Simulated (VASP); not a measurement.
The system is MgO.

```
Mg O
1.0
     0.00000    2.09700    2.09700
     2.09700    0.00000    2.09700
     2.09700    2.09700    0.00000
Mg O
1 1
Direct
  0.00000 0.00000 0.00000
  0.50000 0.50000 0.50000
```

| Quantity | Value |
| --- | --- |
| Program | VASP 6.6.1 |
| Task | relaxation of cell and atoms |
| Functional | PBE |
| Potentials or basis | VASP PAW PBE potentials, release 64 (Mg, O) |
| Cutoff | 600 eV |
| k mesh | 10 × 10 × 10 |
| Occupations | gaussian, width 0.02 eV |
| Spin | no spin polarisation |

At the start: pressure 5.9 GPa; volume 9.22 Å³/atom.

Where does the relaxation end?

Over 3 steps the energy falls by 6.1 meV/atom and the volume is 9.56 Å³/atom (+3.7 %); space group Fm-3m (No. 225, to 0.1 Å) before and after.

The path:
```tsv
step	energy change (eV)	largest force (eV/Å)	pressure (GPa)	volume (Å³)
1	0.0000	0.0000	5.93	18.44
2	-0.0108	0.0000	-1.87	19.37
3	-0.0122	0.0000	0.01	19.12
```

Final structure:
```xyz
2
Lattice="0.0000 2.1225 2.1225 2.1225 0.0000 2.1225 2.1225 2.1225 0.0000" Properties=species:S:1:pos:R:3 pbc="T T T"
Mg    0.0000    0.0000    0.0000
O     2.1225    2.1225    2.1225
```
